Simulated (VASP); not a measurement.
# HfS2 in VASP: notebook

Runs on HfS2. Level: PBE+D3(BJ). Tasks: relaxation of the atoms.

Program: VASP 6.6.1. These are calculated values, not measurements. Logs are shortened: lines on timing, memory, paths and dates and some standing lists are left out, and cuts for length are marked.

**1. The cell of the first run**

The cell holds a slab with vacuum, 3 atoms: a = 3.474 Å, b = 3.474 Å, c = 31.824 Å, α = 90.00°, β = 90.00°, γ = 120.00°.

**2. Relaxation of the atoms, PBE+D3(BJ) (biaxial strain -0.040)**

INCAR reads:

```
PREC     = Accurate       # precision mode
ENCUT    = 450            # plane-wave cutoff, eV
EDIFF    = 1E-7           # SCF threshold, eV
ISMEAR   = 0              # smearing method
SIGMA    = 0.02           # smearing width, eV
LREAL    = False          # projectors in reciprocal space
LASPH    = True           # aspherical terms in the spheres
NELM     = 120            # most SCF steps
ALGO     = Normal         # electronic algorithm
ISIF     = 2              # what is computed and relaxed
LWAVE    = False          # write WAVECAR
LCHARG   = False          # write CHGCAR
LDIPOL   = True         
IDIPOL   = 3            
DIPOL    = 0.5 0.5 0.500
GGA      = PE             # functional
IVDW     = 12             # dispersion correction
IBRION   = 2              # ionic algorithm
NSW      = 60             # ionic steps
EDIFFG   = -0.01          # ionic threshold
GGA_COMPAT= False        
NELMIN   = 4            
NELMDL   = -8
```

KPOINTS reads:

```
Automatic mesh
0
Gamma
  9 9 1
```

POSCAR reads:

```
HfS2
1.0
    3.4735977285      0.0000000000      0.0000000000
   -1.7367988642      3.0082238754      0.0000000000
    0.0000000000      0.0000000000     31.8244159702
S Hf
2 1
Direct
    0.6666666667      0.3333333333      0.4542712592
    0.3333333333      0.6666666667      0.5457287408
    0.0000000000      0.0000000000      0.5000000000
```

Potentials or basis: VASP PAW PBE potentials, release 64 (S, Hf_pv).

On the command line:

```console
> cat potpaw_PBE.64/S/POTCAR potpaw_PBE.64/Hf_pv/POTCAR > POTCAR
> mpirun -np 1 vasp_std > vasp.out
```

OUTCAR:

```text
PREC = Accurate
   ENCUT = 450
   EDIFF = 1E-7
   ISMEAR = 0
   LREAL = False
   LASPH = True
   NELM = 120
   ISIF = 2
   GGA = PE
   IVDW = 12
   IBRION = 2
   NSW = 60
   EDIFFG = -0.01
   NELMIN = 4
   NELMDL = -8
 IVDW          = 12

 ion  position               nearest neighbor table
   1  0.667  0.333  0.454-   3 2.48   3 2.48   3 2.48
   2  0.333  0.667  0.546-   3 2.48   3 2.48   3 2.48
   3  0.000  0.000  0.500-   1 2.48   2 2.48   2 2.48   1 2.48   1 2.48   2 2.48

  LATTYP: Found a hexagonal cell.
 ALAT       =     3.4735977285
 C/A-ratio  =     9.1618023898

  Lattice vectors:

 A1 = (   3.4735977285,   0.0000000000,   0.0000000000)
 A2 = (  -1.7367988642,   3.0082238754,   0.0000000000)
 A3 = (   0.0000000000,   0.0000000000,  31.8244159702)

Analysis of symmetry for initial positions (statically):
=====================================================================
 Subroutine PRICEL returns:
 Original cell was already a primitive cell.

 Routine SETGRP: Setting up the symmetry group for a
 hexagonal supercell.

 Subroutine GETGRP returns: Found 12 space group operations
 (whereof 12 operations were pure point group operations)
 out of a pool of 24 trial point group operations.

The static configuration has the point symmetry D_3d.

Analysis of symmetry for dynamics (positions and initial velocities):
=====================================================================
 Subroutine PRICEL returns:
 Original cell was already a primitive cell.

 Routine SETGRP: Setting up the symmetry group for a
 hexagonal supercell.

 Subroutine GETGRP returns: Found 12 space group operations
 (whereof 12 operations were pure point group operations)
 out of a pool of 24 trial point group operations.

The dynamic configuration has the point symmetry D_3d.

 Subroutine INISYM returns: Found 12 space group operations
 (whereof 12 operations are pure point group operations),
 and found     1 'primitive' translations

----------------------------------------------------------------------------------------

                                     Primitive cell

  volume of cell :     332.5448

  direct lattice vectors                    reciprocal lattice vectors
     3.473597729  0.000000000  0.000000000     0.287885955  0.166211034  0.000000000
    -1.736798864  3.008223875  0.000000000     0.000000000  0.332422067  0.000000000
     0.000000000  0.000000000 31.824415970     0.000000000  0.000000000  0.031422415

  length of vectors
     3.473597729  3.473597728 31.824415970     0.332422067  0.332422067  0.031422415

  position of ions in fractional coordinates (direct lattice)
     0.666666667  0.333333333  0.454271259
     0.333333333  0.666666667  0.545728741
     0.000000000  0.000000000  0.500000000

  ion indices of the primitive-cell ions
   primitive index   ion index
                 1           1
                 2           2
                 3           3

----------------------------------------------------------------------------------------

 KPOINTS: Automatic mesh

Automatic generation of k-mesh.
 Grid dimensions read from file:
 generate k-points for:    9    9    1

 Generating k-lattice:

  Cartesian coordinates                     Fractional coordinates (reciprocal lattice)
     0.031987328  0.018467893  0.000000000     0.111111111 -0.000000000  0.000000000
     0.000000000  0.036935785  0.000000000     0.000000000  0.111111111  0.000000000
     0.000000000  0.000000000  0.031422415     0.000000000  0.000000000  1.000000000

  Length of vectors
     0.036935785  0.036935785  0.031422415

  Shift w.r.t. Gamma in fractional coordinates (k-lattice)
     0.000000000  0.000000000  0.000000000

 Subroutine IBZKPT returns following result:
 ===========================================

 Found     12 irreducible k-points:

 Following reciprocal coordinates:
            Coordinates               Weight
  0.000000  0.000000  0.000000      1.000000
  0.111111  0.000000  0.000000      6.000000
  0.222222  0.000000  0.000000      6.000000
  0.333333  0.000000  0.000000      6.000000
  0.444444  0.000000  0.000000      6.000000
  0.111111  0.111111  0.000000      6.000000
  0.222222  0.111111  0.000000     12.000000
  0.333333  0.111111  0.000000     12.000000
  0.444444  0.111111  0.000000      6.000000
  0.222222  0.222222  0.000000      6.000000
  0.333333  0.222222  0.000000     12.000000
  0.333333  0.333333  0.000000      2.000000
   k-points           NKPTS =     12   k-points in BZ     NKDIM =     12   number of bands    NBANDS=     15
   number of dos      NEDOS =    301   number of ions     NIONS =      3
   total plane-waves  NPLWV = 129024
   dimension x,y,z NGX =    24 NGY =   24 NGZ =  224
   dimension x,y,z NGXF=    48 NGYF=   48 NGZF=  448
   ions per type =               2   1
   NGX,Y,Z   is equivalent  to a cutoff of  11.49, 11.49, 11.70 a.u.
   NGXF,Y,Z  is equivalent  to a cutoff of  22.97, 22.97, 23.40 a.u.
 SYSTEM =  unknown system
   PREC   = accura    normal or accurate (medium, high low for compatibility)
   ISTART =      0    job   : 0-new  1-cont  2-samecut
   ICHARG =      2    charge: 1-file 2-atom 10-const
   ISPIN  =      1    spin polarized calculation?
   LNONCOLLINEAR =      F non collinear calculations
   LSORBIT =      F    spin-orbit coupling
   LASPH  =      T    aspherical Exc in radial PAW
   ENCUT  =  450.0 eV  33.07 Ry    5.75 a.u.   6.01  6.01 55.05*2*pi/ulx,y,z
   NELM   =    120;   NELMIN=  4; NELMDL= -8     # of ELM steps
   EDIFF  = 0.1E-06   stopping-criterion for ELM
   LREAL  =      F    real-space projection
   EDIFFG = -.1E-01   stopping-criterion for IOM
   NSW    =     60    number of steps for IOM
   IBRION =      2    ionic relax: 0-MD 1-quasi-New 2-CG
   NFREE  =      1    steps in history (QN), initial steepest desc. (CG)
   ISIF   =      2    stress and relaxation
   ISYM   =      2    0-nonsym 1-usesym 2-fastsym
   POTIM  = 0.5000    time-step for ionic-motion
   TEBEG  =    0.0;   TEEND  =   0.0 temperature during run
   PSTRESS=    0.0 pullay stress
   NELECT =      22.0000    total number of electrons
   NUPDOWN=      -1.0000    fix difference up-down
   EMIN   =  10.00;   EMAX   =-10.00  energy-range for DOS
   EFERMI =   0.00;   METHOD = LEGACY
   ISMEAR =     0;   SIGMA  =   0.02  broadening in eV -4-tet -1-fermi 0-gaus
   EFERMI_NEDOS =   21; number of points for ismear=-14 and -15
   IALGO  =     38    algorithm
   IMIX   =      4    mixing-type and parameters
     AMIX     =   0.40;   BMIX     =  1.00
     AMIX_MAG =   1.60;   BMIX_MAG =  1.00
  volume/ion in A,a.u.               =     110.85       748.04
  Fermi-wavevector in a.u.,A,eV,Ry     =   0.662113  1.251213  5.964714  0.438394
  Thomas-Fermi vector in A             =   1.735082
   LORBIT       =      0    0 simple, 1 ext, 2 COOP (PROOUT), +10 PAW based schemes
   GGA     = PE    functional components
   LHFCALC =     F    Hartree Fock is set to
   AEXX    =    0.0000 exact exchange contribution
   IVDW    =    12    specifies the selected vdW correction
   LEPSILON=     F    determine dielectric tensor
   LRPA    =     F    only Hartree local field effects (RPA)
 conjugate gradient relaxation of ions
 non-spin polarized calculation
 Gauss-broadening in eV      SIGMA  =   0.02
  energy-cutoff  :      450.00
  volume of cell :      332.54
 maximum number of plane-waves:      7302
   NGX = 13   NGY = 13   NGZ =111

 dipolmoment           0.000000      0.000000     -0.000000 electrons x Angstroem

--------------------------------------- Ionic step        1  -------------------------------------------

 number of electron      21.9999993 magnetization

 Free energy of the ion-electron system (eV)
  ---------------------------------------------------
  ext. energy  EPLUGINS =         0.00000000
  ---------------------------------------------------
  free energy    TOTEN  =       -22.69646619 eV

  energy without entropy =      -22.69646619  energy(sigma->0) =      -22.69646619

------------------------ aborting loop because EDIFF is reached ----------------------------------------

 Edisp (eV)   -0.74937

 E8    (eV) :    -0.3444

  FORCE on cell =-STRESS in cart. coord.  units (eV):
  Direction    XX          YY          ZZ          XY          YZ          ZX
  --------------------------------------------------------------------------------------
  -------------------------------------------------------------------------------------
  Total       4.19848     4.19848     2.40248     0.00000     0.00000    -0.00000
  in kB      20.22797    20.22797    11.57496     0.00000     0.00000    -0.00000
  external pressure =       17.34 kB  Pullay stress =        0.00 kB
[... 63 lines left out ...]
  energy  without entropy=      -23.4894818060  energy(sigma->0) =      -23.48948181

--------------------------------------- Ionic step        3  -------------------------------------------

 number of electron      21.9999996 magnetization

 dipolmoment           0.000000      0.000000      0.000000 electrons x Angstroem

 Free energy of the ion-electron system (eV)
  ---------------------------------------------------
  ext. energy  EPLUGINS =         0.00000000
  ---------------------------------------------------
  free energy    TOTEN  =       -22.75384599 eV

  energy without entropy =      -22.75384599  energy(sigma->0) =      -22.75384599

 E-fermi :  -4.0073     XC(G=0):  -2.1936

 val. band max:       -4.0912131491   @ k =   0.0000   0.0000   0.0000
 cond. band min:      -3.3903029972   @ k =   0.4444   0.0000   0.0000
 fundamental gap:      0.7009101519
 Fermi energy:        -4.0072777819

 k-point     1 :       0.0000    0.0000    0.0000
  band No.  band energies     occupation
      1     -34.7480      2.00000
      2     -34.6056      2.00000
      3     -34.6056      2.00000
      4     -17.4528      2.00000
      5     -16.0499      2.00000
      6      -8.8601      2.00000
      7      -6.6906      2.00000
      8      -6.6906      2.00000
      9      -5.5551      2.00000
     10      -4.0912      2.00000
     11      -4.0912      2.00000
     12      -2.1048      0.00000
     13      -2.1048      0.00000
     14      -1.8062      0.00000
     15       1.1498      0.00000
[... 183 lines left out ...]
      1     -34.8142      2.00000
      2     -34.8142      2.00000
      3     -34.6774      2.00000
      4     -15.7636      2.00000
      5     -15.7636      2.00000
      6      -8.1864      2.00000
      7      -7.9681      2.00000
      8      -7.9681      2.00000
      9      -6.4345      2.00000
     10      -6.4345      2.00000
     11      -6.3015      2.00000
     12      -1.0408      0.00000
     13      -0.6920      0.00000
     14      -0.6920      0.00000
     15       1.9368      0.00000

------------------------ aborting loop because EDIFF is reached ----------------------------------------

 vacuum level on the upper side and lower side of the slab       (xc-potential included)        -0.008        -0.008

 Edisp (eV)   -0.74009

 E8    (eV) :    -0.3402

  FORCE on cell =-STRESS in cart. coord.  units (eV):
  Direction    XX          YY          ZZ          XY          YZ          ZX
  --------------------------------------------------------------------------------------
  -------------------------------------------------------------------------------------
  Total       2.88269     2.88269    -0.03434     0.00000    -0.00000    -0.00000
  in kB      13.88858    13.88858    -0.16546     0.00000    -0.00000    -0.00000
  external pressure =        9.20 kB  Pullay stress =        0.00 kB
[... 18 lines left out ...]
  FREE ENERGIE OF THE ION-ELECTRON SYSTEM (eV)
  ---------------------------------------------------
  free  energy   TOTEN  =       -23.4939329410 eV

  energy  without entropy=      -23.4939329410  energy(sigma->0) =      -23.49393294

 reached required accuracy - stopping structural energy minimisation

 vacuum level on the upper side and lower side of the slab         1.870         1.870
```

Run time: 2.1 min. Hardware: 1 thread of Intel Xeon Platinum 8488C (Sapphire Rapids), shared host; peak memory 0.39 GiB.

Results:

* Free energy: -23.4939 eV
* Energy gained by relaxing: 16.0 meV/atom
* Ionic steps: 3
* Band gap on the k mesh: 0.70 eV (least direct gap 1.77 eV)
* Dispersion energy per atom: -0.247 eV

Step by step:
| step | energy change (eV) | largest force (eV/Å) | pressure (GPa) |
| --- | --- | --- | --- |
| 1 | 0.0000 | 0.8361 | 1.73 |
| 2 | -0.0436 | 0.2512 | 1.16 |
| 3 | -0.0481 | 0.0017 | 0.92 |

Final structure:
```
S Hf
1.0
     3.47360    0.00000    0.00000
    -1.73680    3.00822    0.00000
     0.00000    0.00000   31.82442
S Hf
2 1
Direct
  0.66667 0.33333 0.45244
  0.33333 0.66667 0.54756
  0.00000 0.00000 0.50000
```

Levels at points of the mesh, in eV from the valence-band top:
| k point | band 9 | band 10 | band 11 | band 12 | band 13 | band 14 |
| --- | --- | --- | --- | --- | --- | --- |
| (0.00, 0.00, 0.00) | -1.46 | 0.00 | 0.00 | 1.99 | 1.99 | 2.28 |

Caveat: the cell differs from its parent crystal (biaxial strain -0.040); spin-orbit coupling is left out, which moves the levels of the heavy elements.

**3. Relaxation of the atoms, PBE+D3(BJ) (biaxial strain -0.020)**

INCAR reads:

```
SYSTEM = HfS2
PREC = Accurate
ENCUT = 450
EDIFF = 1E-7
ISMEAR = 0
SIGMA = 0.02
LREAL = .FALSE.
LASPH = .TRUE.
NELM = 120
ALGO = Normal
ISIF = 2
LWAVE = .FALSE.
LCHARG = .FALSE.
LDIPOL = .TRUE.
IDIPOL = 3
DIPOL = 0.5 0.5 0.500
GGA = PE
IVDW = 12
IBRION = 2
NSW = 60
EDIFFG = -0.01
GGA_COMPAT = .FALSE.
NELMIN = 4
NELMDL = -8
```

KPOINTS reads:

```
regular mesh
0
G
  9 9 1
  0 0 0
```

POSCAR reads:

```
HfS2
1.0
    3.5459643478      0.0000000000      0.0000000000
   -1.7729821739      3.0708952061      0.0000000000
    0.0000000000      0.0000000000     31.8244159702
S Hf
2 1
Direct
    0.6666666667      0.3333333333      0.4542712592
    0.3333333333      0.6666666667      0.5457287408
    0.0000000000      0.0000000000      0.5000000000
```

Potentials or basis: VASP PAW PBE potentials, release 64 (S, Hf_pv).

On the command line:

```console
> cat potpaw_PBE.64/S/POTCAR potpaw_PBE.64/Hf_pv/POTCAR > POTCAR
> mpirun -np 1 vasp_std > vasp.out
```

Run time: 2.9 min. Hardware: 1 thread of Intel Xeon Platinum 8488C (Sapphire Rapids), shared host; peak memory 0.47 GiB.

Results (log left out):

| Item | Value |
| --- | --- |
| Free energy | -23.5809 eV |
| Energy gained by relaxing | 3.2 meV/atom |
| Ionic steps | 3 |
| Largest force after relaxing | 0.003 eV/Å |
| Band gap on the k mesh | 1.00 eV (least direct gap 2.04 eV) |
| Dispersion energy per atom | -0.237 eV |

Forces on the atoms (eV/Å):
```
S    0.000  0.000  0.003
S    0.000  0.000 -0.003
Hf   0.000  0.000  0.000
```

Step by step:
```tsv
step	energy change (eV)	largest force (eV/Å)	pressure (GPa)
1	0.0000	0.3557	0.73
2	-0.0083	0.1280	0.51
3	-0.0095	0.0034	0.39
```

Final structure:
```cif
data_structure
_symmetry_space_group_name_H-M 'P 1'
_symmetry_Int_Tables_number 1
_cell_length_a 3.5460
_cell_length_b 3.5460
_cell_length_c 31.8244
_cell_angle_alpha 90.000
_cell_angle_beta 90.000
_cell_angle_gamma 120.000
_cell_volume 346.55
loop_
_atom_site_label
_atom_site_type_symbol
_atom_site_fract_x
_atom_site_fract_y
_atom_site_fract_z
_atom_site_occupancy
S1 S 0.66667 0.33333 0.45342 1
S2 S 0.33333 0.66667 0.54658 1
Hf1 Hf 0.00000 0.00000 0.50000 1
```

Levels at points of the mesh, in eV from the valence-band top:
```
           k point  band 7  band 8  band 9  band 10  band 11  band 12  band 13  band 14  band 15
(0.00, 0.00, 0.00)   -2.60   -2.60   -1.18     0.00     0.00     2.04     2.04     2.57     5.30
```

Caveat: the cell differs from its parent crystal (biaxial strain -0.020); spin-orbit coupling is left out, which moves the levels of the heavy elements.
